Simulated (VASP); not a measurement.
Input of a VASP 6.6.1 run:

INCAR

```
SYSTEM = Zr2B
PREC = Accurate ; ENCUT = 520
EDIFF = 1E-7 ; ISMEAR = 0
SIGMA = 0.1 ; LREAL = .False.
LASPH = .True. ; NELM = 60
ALGO = Normal ; ISIF = 2
LWAVE = .False. ; LCHARG = .False.
GGA = PE ; NBANDS = 20
```

The input KPOINTS:

```
regular mesh
0
Gamma
  6 6 6
  0 0 0
```

The input POSCAR:

```
Zr2B
1.0
    4.5220356597      0.0000000000      0.0000000000
   -2.2610178298      3.9161977581      0.0000000000
    0.0000000000      0.0000000000      2.8311406078
Zr B
2 1
Direct
    0.3333333333      0.6666666667      0.5000000000
    0.6666666667      0.3333333333      0.5000000000
    0.0000000000      0.0000000000      0.0000000000
```

Potentials or basis: VASP PAW PBE potentials, release 64 (Zr_sv, B).

Launch:

```console
$ cat potpaw_PBE.64/Zr_sv/POTCAR potpaw_PBE.64/B/POTCAR > POTCAR
$ mpirun -np 1 vasp_std > vasp.out
```

Q: Predict the pressure.

A: 0.1 GPa.

Stress tensor (GPa, compression positive):
```
0.20 0.00 0.00
0.00 0.20 0.00
0.00 0.00 0.03
```

Caveat: the k points lie up to 0.37 Å⁻¹ apart.
